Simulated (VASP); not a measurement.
# CsBr (Pm-3m) in VASP: a series of runs

The runs below take CsBr through single point, with PBE-based screened hybrid with 10 % exact exchange, PBE-based screened hybrid with 50 % exact exchange, PBE-based screened hybrid with 15 % exact exchange, HSE06.

Program: VASP 6.6.1. These are calculated values, not measurements. Logs are shortened: lines on timing, memory, paths and dates and some standing lists are left out, and cuts for length are marked.

### 1 The cell of the first run

It takes space group Pm-3m (No. 221, cubic). Conventional cell: a = 4.320 Å, b = 4.320 Å, c = 4.320 Å, α = 90.00°, β = 90.00°, γ = 90.00°. Within 4.9 Å of Cs (site symmetry m-3m) lie 8 Br at 3.74 Å and 6 Cs at 4.32 Å. Br (site symmetry m-3m) has 8 Cs at 3.74 Å and 6 Br at 4.32 Å within 4.9 Å.

### 2 Single point, PBE-based screened hybrid with 10 % exact exchange

Input file POSCAR:

```
CsBr
1.0
    4.3196005106      0.0000000000      0.0000000000
    0.0000000000      4.3196005106      0.0000000000
    0.0000000000      0.0000000000      4.3196005106
Cs Br
1 1
Direct
    0.0000000000      0.0000000000      0.0000000000
    0.5000000000      0.5000000000      0.5000000000
```

Input file INCAR.step1:

```
SYSTEM = CsBr
PREC = Accurate
ENCUT = 400
EDIFF = 1E-5
ISMEAR = 0
SIGMA = 0.01
LREAL = .FALSE.
LASPH = .TRUE.
NELM = 120
ALGO = Normal
ISIF = 2
LWAVE = .TRUE.
NBANDS = 15
GGA = PE
GGA_COMPAT = .FALSE.
```

Input file INCAR.step2:

```
SYSTEM = CsBr
PREC = Accurate
ENCUT = 400
EDIFF = 1E-6
ISMEAR = 0
SIGMA = 0.01
LREAL = .FALSE.
LASPH = .TRUE.
NELM = 120
ALGO = Normal
ISIF = 2
LWAVE = .FALSE.
LCHARG = .TRUE.
GGA = PE
LHFCALC = .TRUE.
AEXX = 0.1
HFSCREEN = 0.1
PRECFOCK = Normal
LELF = .TRUE.
LVHAR = .TRUE.
NBANDS = 15
ISTART = 1
GGA_COMPAT = .FALSE.
```

Input file KPOINTS:

```
Automatic mesh
0
G
  4 4 4
  0 0 0
```

Potentials or basis: VASP PAW PBE potentials, release 64 (Cs_sv, Br).

Started as:

```console
$ cat potpaw_PBE.64/Cs_sv/POTCAR potpaw_PBE.64/Br/POTCAR > POTCAR
$ cp INCAR.step1 INCAR
$ mpirun -np 1 vasp_std > vasp.out
$ cp INCAR.step2 INCAR
$ mpirun -np 1 vasp_std > vasp.out
```

OUTCAR:

```text
SYSTEM = CsBr
   PREC = Accurate
   ENCUT = 400
   EDIFF = 1E-6
   ISMEAR = 0
   LREAL = .FALSE.
   LASPH = .TRUE.
   NELM = 120
   ISIF = 2
   GGA = PE
   LHFCALC = .TRUE.
   AEXX = 0.1
   HFSCREEN = 0.1
   PRECFOCK = Normal
   ISTART = 1

 ion  position               nearest neighbor table
   1  0.000  0.000  0.000-
   2  0.500  0.500  0.500-

  LATTYP: Found a simple cubic cell.
 ALAT       =     4.3196005106

  Lattice vectors:

 A1 = (   4.3196005106,   0.0000000000,   0.0000000000)
 A2 = (   0.0000000000,   4.3196005106,   0.0000000000)
 A3 = (   0.0000000000,   0.0000000000,   4.3196005106)

Analysis of symmetry for initial positions (statically):
=====================================================================
 Subroutine PRICEL returns:
 Original cell was already a primitive cell.

 Routine SETGRP: Setting up the symmetry group for a
 simple cubic supercell.

 Subroutine GETGRP returns: Found 48 space group operations
 (whereof 48 operations were pure point group operations)
 out of a pool of 48 trial point group operations.

The static configuration has the point symmetry O_h .

Analysis of symmetry for dynamics (positions and initial velocities):
=====================================================================
 Subroutine PRICEL returns:
 Original cell was already a primitive cell.

 Routine SETGRP: Setting up the symmetry group for a
 simple cubic supercell.

 Subroutine GETGRP returns: Found 48 space group operations
 (whereof 48 operations were pure point group operations)
 out of a pool of 48 trial point group operations.

The dynamic configuration has the point symmetry O_h .

 Subroutine INISYM returns: Found 48 space group operations
 (whereof 48 operations are pure point group operations),
 and found     1 'primitive' translations

----------------------------------------------------------------------------------------

                                     Primitive cell

  volume of cell :      80.5992

  direct lattice vectors                    reciprocal lattice vectors
     4.319600511  0.000000000  0.000000000     0.231502890  0.000000000  0.000000000
     0.000000000  4.319600511  0.000000000     0.000000000  0.231502890  0.000000000
     0.000000000  0.000000000  4.319600511     0.000000000  0.000000000  0.231502890

  length of vectors
     4.319600511  4.319600511  4.319600511     0.231502890  0.231502890  0.231502890
[... 82 lines left out ...]
   EFERMI_NEDOS =   21; number of points for ismear=-14 and -15
   IALGO  =     38    algorithm
   IMIX   =      1    mixing-type and parameters
     AMIX     =   0.40;   BMIX     =  1.00
     AMIX_MAG =   1.60;   BMIX_MAG =  1.00
  volume/ion in A,a.u.               =      40.30       271.96
  Fermi-wavevector in a.u.,A,eV,Ry     =   0.955003  1.804693 12.408922  0.912030
  Thomas-Fermi vector in A             =   2.083801
   LORBIT       =      0    0 simple, 1 ext, 2 COOP (PROOUT), +10 PAW based schemes
   GGA     = PE    functional components
   LHFCALC =     T    Hartree Fock is set to
   PRECFOCK=normal    Normal, Fast or Accurate (Low or Medium for compatibility)
   ENCUT4O =  -1.0   cutoff for four orbital integrals eV
   NKREDX  =     1    reduce k-point grid by
   NKREDY  =     1    reduce k-point grid by
   NKREDZ  =     1    reduce k-point grid by
   AEXX    =    0.1000 exact exchange contribution
   HFSCREEN=    0.1000 screening length (either q_TF or 0.3 A-1)
   HFSCREENC=   0.1000 screening length for correlation (either q_TF or 0.3 A-1)
   ENCUTFOCK=  -1.0 apply spherical cutoff to Coloumb kernel
   IVDW    =     0    specifies the selected vdW correction
   LEPSILON=     F    determine dielectric tensor
   LRPA    =     F    only Hartree local field effects (RPA)
 non-spin polarized calculation
 Gauss-broadening in eV      SIGMA  =   0.01
  energy-cutoff  :      400.00
  volume of cell :       80.60
 maximum number of plane-waves:      1492
  NGX = 24; NGY = 24; NGZ = 24

 number of electron      16.0000004 magnetization

 Free energy of the ion-electron system (eV)
  ---------------------------------------------------
  ext. energy  EPLUGINS =         0.00000000
  ---------------------------------------------------
  free energy    TOTEN  =        -6.49544208 eV

  energy without entropy =       -6.49544208  energy(sigma->0) =       -6.49544208

 E-fermi :  -0.7548     XC(G=0):  -7.3744

 val. band max:       -0.8207566756   @ k =   0.5000   0.5000   0.0000
 cond. band min:       4.2014410484   @ k =   0.0000   0.0000   0.0000
 fundamental gap:      5.0221977240
 Fermi energy:        -0.7548167115

 k-point     1 :       0.0000    0.0000    0.0000
  band No.  band energies     occupation
      1     -21.1796      2.00000
      2     -13.5918      2.00000
      3      -7.3711      2.00000
      4      -7.3711      2.00000
      5      -7.3711      2.00000
      6      -0.8284      2.00000
      7      -0.8284      2.00000
      8      -0.8284      2.00000
      9       4.2014      0.00000
     10       4.7091      0.00000
     11       4.7091      0.00000
     12       8.9383      0.00000
     13       8.9383      0.00000
     14       8.9383      0.00000
[... 149 lines left out ...]
      2     -13.4127      2.00000
      3      -7.7592      2.00000
      4      -7.7592      2.00000
      5      -7.7592      2.00000
      6      -1.9833      2.00000
      7      -1.9833      2.00000
      8      -1.9833      2.00000
      9       8.0838      0.00000
     10       8.0838      0.00000
     11       8.0838      0.00000
     12       8.8793      0.00000
     13       8.8793      0.00000
     14       8.8793      0.00000
     15      11.1603      0.00000

------------------------ aborting loop because EDIFF is reached ----------------------------------------

  FORCE on cell =-STRESS in cart. coord.  units (eV):
  Direction    XX          YY          ZZ          XY          YZ          ZX
  --------------------------------------------------------------------------------------
  -------------------------------------------------------------------------------------
  Total        0.2662630      0.2662630      0.2662630      0.0000000      0.0000000     -0.0000000
  in kB        5.2928621      5.2928621      5.2928621      0.0000000      0.0000000     -0.0000000
  external PRESSURE =       5.2928621 kB  Pullay stress =       0.0000000 kB

 VOLUME and BASIS-vectors are now :
 -----------------------------------------------------------------------------
  energy-cutoff  :      400.00
  volume of cell :       80.60
      direct lattice vectors                 reciprocal lattice vectors
     4.319600511  0.000000000  0.000000000     0.231502890  0.000000000  0.000000000
     0.000000000  4.319600511  0.000000000     0.000000000  0.231502890  0.000000000
     0.000000000  0.000000000  4.319600511     0.000000000  0.000000000  0.231502890

 POSITION                                       TOTAL-FORCE (eV/Angst)
 -----------------------------------------------------------------------------------
      0.00000      0.00000      0.00000         0.000000      0.000000      0.000000
      2.15980      2.15980      2.15980         0.000000      0.000000      0.000000
 -----------------------------------------------------------------------------------
    total drift:                                0.000001      0.000001      0.000001

  FREE ENERGIE OF THE ION-ELECTRON SYSTEM (eV)
  ---------------------------------------------------
  free  energy   TOTEN  =        -6.4954420768 eV

  energy  without entropy=       -6.4954420768  energy(sigma->0) =       -6.49544208
```

It took 4.5 min on 1 thread of Intel Xeon Platinum 8259CL at 2.50GHz (Skylake/Cascade Lake), shared host; peak memory 0.27 GiB.

Results:

```
Free energy            : -6.4954 eV
Pressure               : 0.5 GPa
Band gap on the k mesh : 5.02 eV (least direct gap 5.03 eV)
```

Caveat: the PAW data sets were made with another functional, which shifts forces and pressure a little; spin-orbit coupling is left out, which moves the levels of the heavy elements.

### 3 Single point, PBE-based screened hybrid with 50 % exact exchange

POSCAR is that of step 2.

Edit INCAR.step1 of step 2 so:

```diff
@@ -12,4 +12,5 @@
 LWAVE = .TRUE.
+LCHARG = .FALSE.
+GGA = PE
 NBANDS = 15
-GGA = PE
 GGA_COMPAT = .FALSE.
```

Input file INCAR.step2:

```
SYSTEM = CsBr
PREC = Accurate
ENCUT = 400
EDIFF = 1E-6
ISMEAR = 0
SIGMA = 0.01
LREAL = .FALSE.
LASPH = .TRUE.
NELM = 120
ALGO = Normal
ISIF = 2
LWAVE = .FALSE.
LCHARG = .FALSE.
GGA = PE
LHFCALC = .TRUE.
AEXX = 0.5
HFSCREEN = 0.2078
PRECFOCK = Normal
ISTART = 1
NBANDS = 15
GGA_COMPAT = .FALSE.
```

Input file KPOINTS:

```
regular mesh
0
G
  4 4 4
  0 0 0
```

Potentials or basis: VASP PAW PBE potentials, release 64 (Cs_sv, Br).

Started as:

```console
$ cat potpaw_PBE.64/Cs_sv/POTCAR potpaw_PBE.64/Br/POTCAR > POTCAR
$ cp INCAR.step1 INCAR
$ mpirun -np 1 vasp_std > vasp.out
$ cp INCAR.step2 INCAR
$ mpirun -np 1 vasp_std > vasp.out
```

Wall time 9.4 min (1 thread of Intel Xeon Platinum 8259CL at 2.50GHz (Skylake/Cascade Lake), shared host); peak memory 0.27 GiB.

It converged, with:

| Property | Result |
| --- | --- |
| Free energy | -8.0806 eV |
| Pressure | 0.0 GPa |
| Band gap on the k mesh | 6.81 eV |

Levels at points of the mesh, in eV from the valence-band top:
| k point | band 4 | band 5 | band 6 | band 7 | band 8 | band 9 | band 10 | band 11 | band 12 | band 13 |
| --- | --- | --- | --- | --- | --- | --- | --- | --- | --- | --- |
| (0.00, 0.00, 0.00) | -6.99 | -6.99 | 0.00 | 0.00 | 0.00 | 6.81 | 7.26 | 7.26 | 11.90 | 11.90 |
| (0.50, 0.00, 0.00) | -6.87 | -6.87 | -1.39 | -0.21 | -0.21 | 8.39 | 9.77 | 10.12 | 10.74 | 11.62 |
| (0.50, 0.50, 0.00) | -7.61 | -6.81 | -0.64 | -0.64 | 0.00 | 7.62 | 7.90 | 9.78 | 9.78 | 13.68 |
| (0.50, 0.50, 0.50) | -7.39 | -7.39 | -1.24 | -1.24 | -1.24 | 10.95 | 10.95 | 10.95 | 11.58 | 11.58 |

Caveat: the PAW data sets were made with another functional, which shifts forces and pressure a little; spin-orbit coupling is left out, which moves the levels of the heavy elements.

### 4 Single point, PBE-based screened hybrid with 15 % exact exchange

POSCAR is that of step 3.

Input file INCAR.step1:

```
PREC = Accurate
ENCUT = 400
EDIFF = 1E-5
ISMEAR = 0
SIGMA = 0.01
LREAL = False
LASPH = True
NELM = 120
ALGO = Normal
ISIF = 2
LWAVE = True
LCHARG = False
NBANDS = 15
GGA = PE
GGA_COMPAT = False
```

Input file INCAR.step2:

```
PREC = Accurate
ENCUT = 400
EDIFF = 1E-6
ISMEAR = 0
SIGMA = 0.01
LREAL = False
LASPH = True
NELM = 120
ALGO = Normal
ISIF = 2
LWAVE = False
LCHARG = False
GGA = PE
LHFCALC = True
AEXX = 0.15
HFSCREEN = 0.1
PRECFOCK = Normal
NBANDS = 15
ISTART = 1
GGA_COMPAT = False
```

Input file KPOINTS:

```
Automatic mesh
0
Gamma
  4 4 4
```

Potentials or basis: VASP PAW PBE potentials, release 64 (Cs_sv, Br).

Started as:

```console
$ cat potpaw_PBE.64/Cs_sv/POTCAR potpaw_PBE.64/Br/POTCAR > POTCAR
$ cp INCAR.step1 INCAR
$ mpirun -np 1 vasp_std > vasp.out
$ cp INCAR.step2 INCAR
$ mpirun -np 1 vasp_std > vasp.out
```

OUTCAR:

```text
PREC = Accurate
   ENCUT = 400
   EDIFF = 1E-6
   ISMEAR = 0
   LREAL = False
   LASPH = True
   NELM = 120
   ISIF = 2
   GGA = PE
   LHFCALC = True
   AEXX = 0.15
   HFSCREEN = 0.1
   PRECFOCK = Normal
   ISTART = 1

 ion  position               nearest neighbor table
   1  0.000  0.000  0.000-
   2  0.500  0.500  0.500-

  LATTYP: Found a simple cubic cell.
 ALAT       =     4.3196005106

  Lattice vectors:

 A1 = (   4.3196005106,   0.0000000000,   0.0000000000)
 A2 = (   0.0000000000,   4.3196005106,   0.0000000000)
 A3 = (   0.0000000000,   0.0000000000,   4.3196005106)

Analysis of symmetry for initial positions (statically):
=====================================================================
 Subroutine PRICEL returns:
 Original cell was already a primitive cell.

 Routine SETGRP: Setting up the symmetry group for a
 simple cubic supercell.

 Subroutine GETGRP returns: Found 48 space group operations
 (whereof 48 operations were pure point group operations)
 out of a pool of 48 trial point group operations.

The static configuration has the point symmetry O_h .

Analysis of symmetry for dynamics (positions and initial velocities):
=====================================================================
 Subroutine PRICEL returns:
 Original cell was already a primitive cell.

 Routine SETGRP: Setting up the symmetry group for a
 simple cubic supercell.

 Subroutine GETGRP returns: Found 48 space group operations
 (whereof 48 operations were pure point group operations)
 out of a pool of 48 trial point group operations.

The dynamic configuration has the point symmetry O_h .

 Subroutine INISYM returns: Found 48 space group operations
 (whereof 48 operations are pure point group operations),
 and found     1 'primitive' translations

----------------------------------------------------------------------------------------

                                     Primitive cell

[... 110 lines left out ...]
   ENCUTFOCK=  -1.0 apply spherical cutoff to Coloumb kernel
   IVDW    =     0    specifies the selected vdW correction
   LEPSILON=     F    determine dielectric tensor
   LRPA    =     F    only Hartree local field effects (RPA)
 non-spin polarized calculation
 Gauss-broadening in eV      SIGMA  =   0.01
  energy-cutoff  :      400.00
  volume of cell :       80.60
 maximum number of plane-waves:      1492
  NGX = 24; NGY = 24; NGZ = 24

 number of electron      16.0000004 magnetization

 Free energy of the ion-electron system (eV)
  ---------------------------------------------------
  ext. energy  EPLUGINS =         0.00000000
  ---------------------------------------------------
  free energy    TOTEN  =        -6.74254493 eV

  energy without entropy =       -6.74254493  energy(sigma->0) =       -6.74254493

 E-fermi :  -0.9670     XC(G=0):  -7.0764

 val. band max:       -1.0285682809   @ k =   0.5000   0.5000   0.0000
 cond. band min:       4.2968032615   @ k =   0.0000   0.0000   0.0000
 fundamental gap:      5.3253715424
 Fermi energy:        -0.9669853139

 k-point     1 :       0.0000    0.0000    0.0000
  band No.  band energies     occupation
      1     -21.6587      2.00000
      2     -14.0124      2.00000
      3      -7.6434      2.00000
      4      -7.6434      2.00000
      5      -7.6434      2.00000
      6      -1.0359      2.00000
      7      -1.0359      2.00000
      8      -1.0359      2.00000
      9       4.2968      0.00000
     10       4.8021      0.00000
     11       4.8021      0.00000
     12       9.0894      0.00000
     13       9.0894      0.00000
     14       9.0894      0.00000
[... 149 lines left out ...]
      2     -13.8286      2.00000
      3      -8.0345      2.00000
      4      -8.0345      2.00000
      5      -8.0345      2.00000
      6      -2.2065      2.00000
      7      -2.2065      2.00000
      8      -2.2065      2.00000
      9       8.2234      0.00000
     10       8.2234      0.00000
     11       8.2234      0.00000
     12       8.9933      0.00000
     13       8.9933      0.00000
     14       8.9933      0.00000
     15      11.3485      0.00000

------------------------ aborting loop because EDIFF is reached ----------------------------------------

  FORCE on cell =-STRESS in cart. coord.  units (eV):
  Direction    XX          YY          ZZ          XY          YZ          ZX
  --------------------------------------------------------------------------------------
  -------------------------------------------------------------------------------------
  Total        0.2298694      0.2298694      0.2298694      0.0000000      0.0000000     -0.0000000
  in kB        4.5694188      4.5694188      4.5694188      0.0000000      0.0000000     -0.0000000
  external PRESSURE =       4.5694188 kB  Pullay stress =       0.0000000 kB

 VOLUME and BASIS-vectors are now :
 -----------------------------------------------------------------------------
  energy-cutoff  :      400.00
  volume of cell :       80.60
      direct lattice vectors                 reciprocal lattice vectors
     4.319600511  0.000000000  0.000000000     0.231502890  0.000000000  0.000000000
     0.000000000  4.319600511  0.000000000     0.000000000  0.231502890  0.000000000
     0.000000000  0.000000000  4.319600511     0.000000000  0.000000000  0.231502890

 POSITION                                       TOTAL-FORCE (eV/Angst)
 -----------------------------------------------------------------------------------
      0.00000      0.00000      0.00000         0.000000      0.000000      0.000000
      2.15980      2.15980      2.15980         0.000000      0.000000      0.000000
 -----------------------------------------------------------------------------------
    total drift:                               -0.000000     -0.000000     -0.000000

  FREE ENERGIE OF THE ION-ELECTRON SYSTEM (eV)
  ---------------------------------------------------
  free  energy   TOTEN  =        -6.7425449337 eV

  energy  without entropy=       -6.7425449337  energy(sigma->0) =       -6.74254493
```

OUTCAR.step1:

```text
PREC = Accurate
   ENCUT = 400
   EDIFF = 1E-5
   ISMEAR = 0
   LREAL = False
[... 385 lines left out ...]
      0.00000      0.00000      0.00000         0.000000      0.000000      0.000000
      2.15980      2.15980      2.15980         0.000000      0.000000      0.000000
 -----------------------------------------------------------------------------------
    total drift:                                0.000000      0.000000      0.000000

  FREE ENERGIE OF THE ION-ELECTRON SYSTEM (eV)
  ---------------------------------------------------
  free  energy   TOTEN  =        -6.0136717159 eV

  energy  without entropy=       -6.0136717159  energy(sigma->0) =       -6.01367172
```

It took 6 min on 1 thread of Intel Xeon Platinum 8259CL at 2.50GHz (Skylake/Cascade Lake), shared host; peak memory 0.26 GiB.

What came out:

- Free energy: -6.7425 eV
- Pressure: 0.5 GPa
- Band gap on the k mesh: 5.33 eV (least direct gap 5.33 eV)

Levels at points of the mesh, in eV from the valence-band top:
```tsv
k point	band 4	band 5	band 6	band 7	band 8	band 9	band 10	band 11	band 12	band 13
(0.00, 0.00, 0.00)	-6.61	-6.61	-0.01	-0.01	-0.01	5.33	5.83	5.83	10.12	10.12
(0.50, 0.00, 0.00)	-6.51	-6.51	-1.33	-0.21	-0.21	6.87	8.17	8.58	9.25	9.86
(0.50, 0.50, 0.00)	-7.19	-6.45	-0.60	-0.60	0.00	6.16	6.41	8.19	8.19	11.99
(0.50, 0.50, 0.50)	-7.01	-7.01	-1.18	-1.18	-1.18	9.25	9.25	9.25	10.02	10.02
```

Caveat: the PAW data sets were made with another functional, which shifts forces and pressure a little; spin-orbit coupling is left out, which moves the levels of the heavy elements.

(Continued in part 2 of 2.)
